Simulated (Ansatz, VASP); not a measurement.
PtS2, level by level in two programs

```
CELL_PARAMETERS angstrom
3.58983 0.00000 0.00000
-1.79491 3.10888 0.00000
0.00000 0.00000 5.10511
ATOMIC_POSITIONS crystal
Pt 0.00000 0.00000 0.00000
S 0.66667 0.33333 0.77300
S 0.33333 0.66667 0.22700
```

Single points on this cell with VASP 6.6.1 and Ansatz 0.2.0. Each row is one pair of runs. Alike in all rows: spin: off; smearing: fermi-dirac, width 0.05 eV; VASP's potentials, cutoff: VASP PAW PBE potentials, release 64 (Pt, S), 520 eV.

```csv
level,k mesh,"Ansatz's potentials, cutoff","gap on the k mesh at the Fermi level (eV), VASP","gap on the k mesh at the Fermi level (eV), Ansatz","least direct gap on the mesh (eV), VASP","least direct gap on the mesh (eV), Ansatz","pressure (GPa), VASP","pressure (GPa), Ansatz"
r2SCAN,7 × 7 × 5,"Ansatz PAW, 500 eV",1.01,1.02,1.30,1.29,2.8,2.9
PBE,7 × 7 × 5,"Ansatz PAW, 420 eV",0.86,0.85,1.13,1.12,4.8,5.2
r2SCAN,9 × 9 × 5,"Ansatz PAW, 500 eV",1.14,1.14,1.21,1.21,2.8,2.9
```

Gap on the k mesh at the fermi level (eV): the two programs differ by at most 0.009; least direct gap on the mesh (eV): the two programs differ by at most 0.013; pressure (GPa): the two programs differ by at most 0.46.

VASP's potentials hold 22 valence electrons a cell and Ansatz's 30, so a difference there can come from the potentials and not from the codes.

Neither program's run includes spin-orbit coupling. Noted on Ansatz's runs: odd divisions of the mesh miss points on the zone boundary, where band edges often lie, so the gap on the mesh can be too wide.
